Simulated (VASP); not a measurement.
Runs of VASP 6.6.1 on MoS2. The structure is that of space group R3m (No. 160), or close to it. The cells are those of the table. 

```tsv
level	potentials or basis	cell	k mesh	smearing	gap on the mesh (eV)	pressure (GPa)	largest force (eV/Å)
PBEsol	VASP PAW PBE potentials, release 64 (Mo_sv, S)	a = 6.328 Å, angles 28.5°, 3 atoms	10 × 10 × 10	fermi-dirac 0.05 eV	0.89	7.3	1.00
LDA	VASP PAW LDA potentials, release 64 (Mo_sv, S)	a = 6.372 Å, angles 28.5°, 3 atoms	10 × 10 × 10	fermi-dirac 0.05 eV	0.87	0.9	0.45
PBEsol+D4	VASP PAW PBE potentials, release 64 (Mo_sv, S)	a = 6.178 Å, angles 29.3°, 3 atoms	10 × 10 × 10	fermi-dirac 0.05 eV	0.68	0.0	0.01
LDA	VASP PAW LDA potentials, release 64 (Mo_sv, S)	a = 6.415 Å, angles 28.5°, 3 atoms	10 × 10 × 10	fermi-dirac 0.05 eV	0.89	-2.3	0.10
LDA	VASP PAW LDA potentials, release 64 (Mo_sv, S)	a = 6.499 Å, angles 28.5°, 3 atoms	10 × 10 × 10	fermi-dirac 0.05 eV	0.92	(a)	(b)
PBE	VASP PAW PBE potentials, release 64 (Mo_sv, S)	a = 6.372 Å, angles 28.5°, 3 atoms	10 × 10 × 10	fermi-dirac 0.05 eV	0.95	8.7	0.86
LDA	VASP PAW LDA potentials, release 64 (Mo_sv, S)	a = 6.457 Å, angles 28.5°, 3 atoms	10 × 10 × 10	fermi-dirac 0.05 eV	0.90	-5.2	0.31
PBEsol	VASP PAW PBE potentials, release 64 (Mo_sv, S)	a = 6.415 Å, angles 28.5°, 3 atoms	6 × 6 × 6	fermi-dirac 0.03 eV	0.91	0.3	0.27
PBEsol	VASP PAW PBE potentials, release 64 (Mo_sv, S)	a = 6.372 Å, angles 28.5°, 3 atoms	10 × 10 × 10	fermi-dirac 0.05 eV	0.91	3.6	(c)
PBEsol	VASP PAW PBE potentials, release 64 (Mo_sv, S)	a = 6.415 Å, angles 28.5°, 3 atoms	10 × 10 × 10	fermi-dirac 0.05 eV	0.92	0.3	0.26
LDA	VASP PAW LDA potentials, release 64 (Mo_sv, S)	a = 6.541 Å, angles 28.5°, 3 atoms	10 × 10 × 10	fermi-dirac 0.05 eV	0.93	-10.1	0.88
```

Alike in all rows: task single point; no spin polarisation; cutoff (eV) 520.

Question: Fill in the values left out.

Answer: (a) -7.8; (b) 0.60; (c) 0.62.

Caveats: the PAW data sets were made with another functional, which shifts forces and pressure a little (some runs).

A k mesh can miss the band edges, and the runs leave out spin-orbit coupling on Mo.
